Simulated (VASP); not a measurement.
A run of VASP 6.6.1 is set up as follows.

Contents of POSCAR:

```
Ge
1.0
   -1.5866819298      1.5866819298      1.8478636534
    1.5866819298     -1.5866819298      1.8478636534
    1.5866819298      1.5866819298     -1.8478636534
Ge
1
Direct
    0.5000000000      0.5000000000      0.0000000000
```

INCAR.step1

```
ALGO = Normal
EDIFF = 1E-5
ENCUT = 520
GGA = PE
ISIF = 2
ISMEAR = -1
LASPH = T
LCHARG = F
LREAL = F
LWAVE = T
NBANDS = 13
NELM = 80
PREC = Accurate
SIGMA = 0.05
```

INCAR.step2

```
ALGO = Normal
EDIFF = 1E-7
ENCUT = 520
GGA = PE
HFSCREEN = 0.2079
ISIF = 2
ISMEAR = -1
ISTART = 1
LASPH = T
LCHARG = F
LHFCALC = T
LREAL = F
LWAVE = F
NBANDS = 13
NELM = 80
PREC = Accurate
PRECFOCK = Normal
SIGMA = 0.05
```

KPOINTS

```
k-points
0
Gamma
  6 6 6
```

Potentials or basis: VASP PAW PBE potentials, release 64 (Ge_d).

Command:

```console
$ cat potpaw_PBE.64/Ge_d/POTCAR > POTCAR
$ cp INCAR.step1 INCAR
$ mpirun -np 1 vasp_std > vasp.out
$ cp INCAR.step2 INCAR
$ mpirun -np 1 vasp_std > vasp.out
```

Q: Estimate the pressure.

A: 1.5 GPa.

Q: Estimate the band gap on the k mesh.

A: Zero (bands 7 and 8 overlap by 13.29 eV).

Stress tensor (GPa, compression positive):
```
 5.16  0.00  0.00
 0.00  5.16  0.00
 0.00  0.00 -5.81
```

Caveat: the k points lie up to 0.43 Å⁻¹ apart, too coarse for converged energies and pressures of a metal; the PAW data sets were made with another functional, which shifts forces and pressure a little.
